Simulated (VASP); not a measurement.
Here is a VASP 6.6.1 calculation.

The input INCAR:

```
PREC = Accurate ; ENCUT = 600
EDIFF = 1E-6 ; ISMEAR = 0
SIGMA = 0.1 ; LREAL = False
LASPH = True ; NELM = 80
ALGO = Fast ; ISIF = 3
LWAVE = False ; LCHARG = False
GGA = PE ; IBRION = 2
NSW = 100 ; EDIFFG = -0.01
```

KPOINTS

```
regular mesh
0
Gamma
  18 18 18
```

The input POSCAR:

```
Ir
1.0
    1.7910351783      1.0340546423      3.0661561161
   -1.7910351783      1.0340546423      3.0661561161
    0.0000000000     -2.0681092846      3.0661561161
Ir
2
Direct
    0.2447904747      0.2447904747      0.2447904747
    0.7552095253      0.7552095253      0.7552095253
```

Potentials or basis: VASP PAW PBE potentials, release 64 (Ir).

Run with:

```bash
$ cat potpaw_PBE.64/Ir/POTCAR > POTCAR
$ mpirun -np 1 vasp_std > vasp.out
```

(1) Estimate the relaxed cell.

(2) Predict the band gap on the k mesh.

Results:

(1) a = 3.638 Å, b = 3.638 Å, c = 3.638 Å, α = 59.94°, β = 59.94°, γ = 59.94°.

(2) zero (bands 9 and 10 overlap by 2.90 eV).

Caveat: spin-orbit coupling is left out, which moves the levels of the heavy elements.
